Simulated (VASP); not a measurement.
# SiC (Moissanite) (P6_3mc) in VASP: further runs

SiC (Moissanite) is run at these levels: PBE+D4, RPBE; tasks: single point.

Everything below comes from runs of VASP 6.6.1. Logs are shortened: lines on timing, memory, paths and dates and some standing lists are left out, and cuts for length are marked.

## 1. The cell of the first run

Symmetry: P6_3mc, No. 186, hexagonal system. The conventional cell has a = 3.072 Å, b = 3.072 Å, c = 5.042 Å, α = 90.00°, β = 90.00°, γ = 120.00°. Si (site symmetry 3m) has 4 C at 1.88 to 1.89 Å within 2.5 Å. C (site symmetry 3m) has 4 Si at 1.88 to 1.89 Å within 2.5 Å.

## 2. Single point, PBE+D4

File INCAR:

```
SYSTEM = SiC
PREC = Accurate
ENCUT = 520
EDIFF = 1E-6
ISMEAR = -1
SIGMA = 0.05
LREAL = .False.
LASPH = .True.
NELM = 80
ALGO = Normal
ISIF = 2
LWAVE = .False.
LCHARG = .True.
GGA = PE
IVDW = 13
LELF = .True.
LVHAR = .True.
NBANDS = 16
```

File KPOINTS:

```
regular mesh
0
Gamma
  10 10 5
  0 0 0
```

File POSCAR:

```
SiC
1.0
    3.0721937351      0.0000000000      0.0000000000
   -1.5360968675      2.6605978199      0.0000000000
    0.0000000000      0.0000000000      5.0417877431
Si C
2 2
Direct
    0.6666666667      0.3333333333      0.5045930492
    0.3333333333      0.6666666667      0.0045930492
    0.6666666667      0.3333333333      0.8804069508
    0.3333333333      0.6666666667      0.3804069508
```

Potentials or basis: VASP PAW PBE potentials, release 64 (Si, C).

Command:

```console
$ cat potpaw_PBE.64/Si/POTCAR potpaw_PBE.64/C/POTCAR > POTCAR
$ mpirun -np 1 vasp_std > vasp.out
```

OUTCAR:

```text
SYSTEM = SiC
   PREC = Accurate
   ENCUT = 520
   EDIFF = 1E-6
   ISMEAR = -1
   LREAL = .False.
   LASPH = .True.
   NELM = 80
   ISIF = 2
   GGA = PE
   IVDW = 13

 ion  position               nearest neighbor table
   1  0.667  0.333  0.505-   4 1.88   4 1.88   4 1.88   3 1.89   2 3.08   2 3.08   2 3.08   2 3.08
                             2 3.08   2 3.08
   2  0.333  0.667  0.005-   3 1.88   3 1.88   3 1.88   4 1.89   1 3.08   1 3.08   1 3.08   1 3.08
                             1 3.08   1 3.08
   3  0.667  0.333  0.880-   2 1.88   2 1.88   2 1.88   1 1.89
   4  0.333  0.667  0.380-   1 1.88   1 1.88   1 1.88   2 1.89

  LATTYP: Found a hexagonal cell.
 ALAT       =     3.0721937351
 C/A-ratio  =     1.6411034517

  Lattice vectors:

 A1 = (   3.0721937351,   0.0000000000,   0.0000000000)
 A2 = (  -1.5360968675,   2.6605978199,   0.0000000000)
 A3 = (   0.0000000000,   0.0000000000,   5.0417877431)

Analysis of symmetry for initial positions (statically):
=====================================================================
 Subroutine PRICEL returns:
 Original cell was already a primitive cell.

 Routine SETGRP: Setting up the symmetry group for a
 hexagonal supercell.

 Subroutine GETGRP returns: Found 12 space group operations
 (whereof  6 operations were pure point group operations)
 out of a pool of 24 trial point group operations.

The static configuration has the point symmetry C_3v.
 The point group associated with its full space group is C_6v.

Analysis of symmetry for dynamics (positions and initial velocities):
=====================================================================
 Subroutine PRICEL returns:
 Original cell was already a primitive cell.

 Routine SETGRP: Setting up the symmetry group for a
 hexagonal supercell.

 Subroutine GETGRP returns: Found 12 space group operations
 (whereof  6 operations were pure point group operations)
 out of a pool of 24 trial point group operations.

The dynamic configuration has the point symmetry C_3v.
 The point group associated with its full space group is C_6v.

 Subroutine INISYM returns: Found 12 space group operations
 (whereof  6 operations are pure point group operations),
 and found     1 'primitive' translations

----------------------------------------------------------------------------------------

                                     Primitive cell

  volume of cell :      41.2109

  direct lattice vectors                    reciprocal lattice vectors
     3.072193735  0.000000000  0.000000000     0.325500306  0.187927689  0.000000000
    -1.536096867  2.660597820  0.000000000     0.000000000  0.375855378  0.000000000
     0.000000000  0.000000000  5.041787743     0.000000000  0.000000000  0.198342344

  length of vectors
     3.072193735  3.072193735  5.041787743     0.375855378  0.375855378  0.198342344

  position of ions in fractional coordinates (direct lattice)
     0.666666667  0.333333333  0.504593049
     0.333333333  0.666666667  0.004593049
     0.666666667  0.333333333  0.880406951
     0.333333333  0.666666667  0.380406951

  ion indices of the primitive-cell ions
   primitive index   ion index
                 1           1
                 2           2
                 3           3
                 4           4

----------------------------------------------------------------------------------------

 KPOINTS: regular mesh

Automatic generation of k-mesh.
 Grid dimensions read from file:
 generate k-points for:   10   10    5

 Generating k-lattice:

  Cartesian coordinates                     Fractional coordinates (reciprocal lattice)
     0.032550031  0.018792769  0.000000000     0.100000000  0.000000000  0.000000000
     0.000000000  0.037585538  0.000000000     0.000000000  0.100000000  0.000000000
     0.000000000  0.000000000  0.039668469     0.000000000  0.000000000  0.200000000

  Length of vectors
     0.037585538  0.037585538  0.039668469

  Shift w.r.t. Gamma in fractional coordinates (k-lattice)
     0.000000000  0.000000000  0.000000000

 Subroutine IBZKPT returns following result:
 ===========================================

 Found     42 irreducible k-points:

 Following reciprocal coordinates:
            Coordinates               Weight
  0.000000  0.000000  0.000000      1.000000
  0.100000  0.000000  0.000000      6.000000
  0.200000  0.000000  0.000000      6.000000
  0.300000  0.000000  0.000000      6.000000
  0.400000  0.000000  0.000000      6.000000
  0.500000  0.000000  0.000000      3.000000
[... 16 lines left out ...]
  0.300000  0.100000  0.200000     24.000000
  0.400000  0.100000  0.200000     24.000000
 [... further k-points ...]
   k-points           NKPTS =     42   k-points in BZ     NKDIM =     42   number of bands    NBANDS=     16
   number of dos      NEDOS =    301   number of ions     NIONS =      4
   total plane-waves  NPLWV =  23040
   dimension x,y,z NGX =    24 NGY =   24 NGZ =   40
   dimension x,y,z NGXF=    48 NGYF=   48 NGZF=   80
   ions per type =               2   2
   NGX,Y,Z   is equivalent  to a cutoff of  12.99, 12.99, 13.19 a.u.
   NGXF,Y,Z  is equivalent  to a cutoff of  25.97, 25.97, 26.38 a.u.
 SYSTEM =  SiC
   PREC   = accura    normal or accurate (medium, high low for compatibility)
   ISTART =      0    job   : 0-new  1-cont  2-samecut
   ICHARG =      2    charge: 1-file 2-atom 10-const
   ISPIN  =      1    spin polarized calculation?
   LNONCOLLINEAR =      F non collinear calculations
   LSORBIT =      F    spin-orbit coupling
   LASPH  =      T    aspherical Exc in radial PAW
   ENCUT  =  520.0 eV  38.22 Ry    6.18 a.u.   5.71  5.71  9.37*2*pi/ulx,y,z
   NELM   =     80;   NELMIN=  2; NELMDL= -5     # of ELM steps
   EDIFF  = 0.1E-05   stopping-criterion for ELM
   LREAL  =      F    real-space projection
   EDIFFG = 0.1E-04   stopping-criterion for IOM
   NSW    =      0    number of steps for IOM
   IBRION =     -1    ionic relax: 0-MD 1-quasi-New 2-CG
   NFREE  =      0    steps in history (QN), initial steepest desc. (CG)
   ISIF   =      2    stress and relaxation
   ISYM   =      2    0-nonsym 1-usesym 2-fastsym
   POTIM  = 0.5000    time-step for ionic-motion
   TEBEG  =    0.0;   TEEND  =   0.0 temperature during run
   PSTRESS=    0.0 pullay stress
   NELECT =      16.0000    total number of electrons
   NUPDOWN=      -1.0000    fix difference up-down
   EMIN   =  10.00;   EMAX   =-10.00  energy-range for DOS
   EFERMI =   0.00;   METHOD = LEGACY
   ISMEAR =    -1;   SIGMA  =   0.05  broadening in eV -4-tet -1-fermi 0-gaus
   EFERMI_NEDOS =   21; number of points for ismear=-14 and -15
   IALGO  =     38    algorithm
   IMIX   =      4    mixing-type and parameters
     AMIX     =   0.40;   BMIX     =  1.00
     AMIX_MAG =   1.60;   BMIX_MAG =  1.00
  volume/ion in A,a.u.               =      10.30        69.53
  Fermi-wavevector in a.u.,A,eV,Ry     =   1.194292  2.256886 19.406459  1.426335
  Thomas-Fermi vector in A             =   2.330286
   LORBIT       =      0    0 simple, 1 ext, 2 COOP (PROOUT), +10 PAW based schemes
   GGA     = PE    functional components
   LHFCALC =     F    Hartree Fock is set to
   AEXX    =    0.0000 exact exchange contribution
   IVDW    =    13    specifies the selected vdW correction
   LEPSILON=     F    determine dielectric tensor
   LRPA    =     F    only Hartree local field effects (RPA)
 non-spin polarized calculation
  energy-cutoff  :      520.00
  volume of cell :       41.21
 maximum number of plane-waves:      1124
 NGX is ok and might be reduce to    24
   NGX = 11   NGY = 11   NGZ = 19

 number of electron      15.9999999 magnetization

 Free energy of the ion-electron system (eV)
  ---------------------------------------------------
  ext. energy  EPLUGINS =         0.00000000
  ---------------------------------------------------
  free energy    TOTEN  =       -30.09959468 eV

  energy without entropy =      -30.09959468  energy(sigma->0) =      -30.09959468

 E-fermi :   9.3412     XC(G=0): -11.3664

 val. band max:        8.3019904970   @ k =   0.0000   0.0000   0.0000
 cond. band min:      10.7262004155   @ k =   0.3000   0.3000   0.0000
 fundamental gap:      2.4242099184
 Fermi energy:         9.3411605831

 k-point     1 :       0.0000    0.0000    0.0000
  band No.  band energies     occupation
      1      -7.2970      2.00000
      2      -3.7162      2.00000
      3      -0.4170      2.00000
      4       6.9832      2.00000
      5       6.9832      2.00000
      6       8.1901      2.00000
[... 8 lines left out ...]
     15      17.2840      0.00000
     16      19.6693      0.00000

 k-point     2 :       0.1000    0.0000    0.0000
  band No.  band energies     occupation
      1      -7.1231      2.00000
      2      -3.5681      2.00000
      3      -0.2568      2.00000
      4       6.0375      2.00000
      5       6.6888      2.00000
      6       7.6567      2.00000
[... 8 lines left out ...]
     15      17.7055      0.00000
     16      18.4825      0.00000

 k-point     3 :       0.2000    0.0000    0.0000
  band No.  band energies     occupation
      1      -6.6082      2.00000
      2      -3.1438      2.00000
      3       0.2030      2.00000
      4       4.1457      2.00000
      5       6.0811      2.00000
      6       6.1876      2.00000
[... 8 lines left out ...]
     15      18.0322      0.00000
     16      18.5279      0.00000

 k-point     4 :       0.3000    0.0000    0.0000
  band No.  band energies     occupation
      1      -5.7787      2.00000
      2      -2.5418      2.00000
      3       0.7990      2.00000
      4       2.3671      2.00000
      5       4.4849      2.00000
      6       5.5008      2.00000
[... 8 lines left out ...]
     15      18.8611      0.00000
     16      19.9617      0.00000

 k-point     5 :       0.4000    0.0000    0.0000
  band No.  band energies     occupation
      1      -4.7221      2.00000
      2      -2.1847      2.00000
      3       0.5397      2.00000
      4       2.2598      2.00000
      5       2.9247      2.00000
      6       5.1102      2.00000
[... 8 lines left out ...]
     15      19.4970      0.00000
     16      20.5246      0.00000

 k-point     6 :       0.5000    0.0000    0.0000
  band No.  band energies     occupation
      1      -3.9630      2.00000
      2      -2.4971      2.00000
      3       0.5274      2.00000
      4       2.0036      2.00000
      5       2.8583      2.00000
      6       4.9742      2.00000
[... 8 lines left out ...]
     15      18.6598      0.00000
     16      20.8423      0.00000
[... 267 lines left out ...]
 k-point    21 :       0.1000    0.1000    0.2000
  band No.  band energies     occupation
      1      -6.5849      2.00000
      2      -3.9824      2.00000
      3       1.0334      2.00000
      4       5.0198      2.00000
      5       5.8423      2.00000
      6       6.4570      2.00000
[... 8 lines left out ...]
     15      18.1567      0.00000
     16      18.7768      0.00000

 k-point    22 :       0.2000    0.1000    0.2000
  band No.  band energies     occupation
      1      -5.9147      2.00000
      2      -3.4024      2.00000
      3       1.3870      2.00000
      4       3.5019      2.00000
      5       4.5410      2.00000
      6       5.4875      2.00000
[... 8 lines left out ...]
     15      18.5875      0.00000
     16      19.1782      0.00000

 k-point    23 :       0.3000    0.1000    0.2000
  band No.  band energies     occupation
      1      -4.9662      2.00000
      2      -2.6940      2.00000
      3       0.8958      2.00000
      4       2.8697      2.00000
      5       3.2344      2.00000
      6       4.7564      2.00000
[... 8 lines left out ...]
     15      19.3814      0.00000
     16      20.0959      0.00000

 k-point    24 :       0.4000    0.1000    0.2000
  band No.  band energies     occupation
      1      -3.9368      2.00000
      2      -2.4110      2.00000
      3       0.1878      2.00000
      4       1.6900      2.00000
      5       3.6027      2.00000
      6       4.5493      2.00000
[... 8 lines left out ...]
     15      19.8530      0.00000
     16      21.2429      0.00000

 [... further k-points ...]

------------------------ aborting loop because EDIFF is reached ----------------------------------------

  DFT-D4 for vdW energy calculation

  Edisp (eV):   -1.31953

  FORCE on cell =-STRESS in cart. coord.  units (eV):
  Direction    XX          YY          ZZ          XY          YZ          ZX
  --------------------------------------------------------------------------------------
  -------------------------------------------------------------------------------------
  Total      -0.01684    -0.01684    -0.01440    -0.00000     0.00000    -0.00000
  in kB      -0.65473    -0.65473    -0.55994    -0.00000     0.00000    -0.00000
  external pressure =       -0.62 kB  Pullay stress =        0.00 kB

 VOLUME and BASIS-vectors are now :
 -----------------------------------------------------------------------------
  energy-cutoff  :      520.00
  volume of cell :       41.21
      direct lattice vectors                 reciprocal lattice vectors
     3.072193735  0.000000000  0.000000000     0.325500306  0.187927689  0.000000000
    -1.536096867  2.660597820  0.000000000     0.000000000  0.375855378  0.000000000
     0.000000000  0.000000000  5.041787743     0.000000000  0.000000000  0.198342344

 POSITION                                       TOTAL-FORCE (eV/Angst)
 -----------------------------------------------------------------------------------
      1.53610      0.88687      2.54405        -0.000000      0.000000     -0.000409
     -0.00000      1.77373      0.02316        -0.000000      0.000000     -0.000409
      1.53610      0.88687      4.43882         0.000000     -0.000000      0.000409
     -0.00000      1.77373      1.91793        -0.000000      0.000000      0.000409
 -----------------------------------------------------------------------------------
    total drift:                               -0.000000     -0.000000     -0.000271

  FREE ENERGIE OF THE ION-ELECTRON SYSTEM (eV)
  ---------------------------------------------------
  free  energy   TOTEN  =       -31.4191292001 eV

  energy  without entropy=      -31.4191292001  energy(sigma->0) =      -31.41912920
```

Run time: 60 s. Hardware: 1 thread of AMD EPYC 7R13, shared host; peak memory 0.13 GiB.

What came out:

| Item | Value |
| --- | --- |
| Free energy | -31.4191 eV |
| Pressure | -0.1 GPa |
| Band gap on the k mesh | 2.42 eV, indirect (least direct gap 3.98 eV) |
| Dispersion energy per atom | -0.330 eV |

Levels at points of the mesh, in eV from the valence-band top:
```
           k point  band 4  band 5  band 6  band 7  band 8  band 9  band 10  band 11  band 12  band 13
(0.00, 0.00, 0.00)   -1.32   -1.32   -0.11    0.00    0.00    4.83     6.25     6.69     6.69     7.78
(0.50, 0.00, 0.00)   -6.30   -5.44   -3.33   -3.30   -1.20    2.78     4.23     6.91     7.14    10.09
```

A k mesh can miss the band edges. PBE gaps usually lie below the measured ones, often by a third to a half.

## 3. Single point, RPBE

This run uses another cell than the first one, of 10.34 Å³/atom, 1.004 times its volume.

File INCAR:

```
PREC     = Accurate       # precision mode
ENCUT    = 520            # plane-wave cutoff, eV
EDIFF    = 1E-7           # SCF threshold, eV
ISMEAR   = -1             # smearing method
SIGMA    = 0.05           # smearing width, eV
LREAL    = False          # projectors in reciprocal space
LASPH    = True           # aspherical terms in the spheres
NELM     = 100            # most SCF steps
ALGO     = Normal         # electronic algorithm
ISIF     = 2              # what is computed and relaxed
LWAVE    = False          # write WAVECAR
LCHARG   = False          # write CHGCAR
GGA      = RP             # functional
NBANDS   = 16             # bands
```

File KPOINTS:

```
Automatic mesh
0
Gamma
  10 10 5
```

File POSCAR:

```
SiC
1.0
    3.0760000000      0.0000000000      0.0000000000
   -1.5380000000      2.6638941420      0.0000000000
    0.0000000000      0.0000000000      5.0480000000
Si C
2 2
Direct
    0.6666666667      0.3333333333      0.5000000000
    0.3333333333      0.6666666667      0.0000000000
    0.6666666667      0.3333333333      0.8850000000
    0.3333333333      0.6666666667      0.3850000000
```

Potentials or basis: VASP PAW PBE potentials, release 64 (Si, C).

Command:

```console
$ cat potpaw_PBE.64/Si/POTCAR potpaw_PBE.64/C/POTCAR > POTCAR
$ mpirun -np 1 vasp_std > vasp.out
```

Wall time 53 s (1 thread of AMD EPYC 7R13, shared host); peak memory 0.13 GiB.

The run converged. Its results:

```
Free energy            : -28.5781 eV
Pressure               : 6.4 GPa
Largest force          : 0.759 eV/Å
Band gap on the k mesh : 2.52 eV, indirect (least direct gap 4.11 eV)
```

Forces in eV/Å, atoms in the order of the input:
```
Si   0.000  0.000  0.759
Si   0.000  0.000  0.759
C    0.000  0.000 -0.759
C    0.000  0.000 -0.759
```

Stress tensor (GPa, compression positive):
```
8.17 0.00 0.00
0.00 8.17 0.00
0.00 0.00 2.97
```

Levels at points of the mesh, in eV from the valence-band top:
```csv
k point,band 4,band 5,band 6,band 7,band 8,band 9,band 10,band 11,band 12,band 13
"(0.00, 0.00, 0.00)",-1.55,-1.55,-0.28,-0.28,0.00,4.66,6.05,6.55,6.55,7.60
"(0.50, 0.00, 0.00)",-6.54,-5.42,-3.53,-3.25,-1.48,2.63,4.22,6.79,7.22,9.76
```

Caveat: the PAW data sets were made with another functional, which shifts forces and pressure a little.
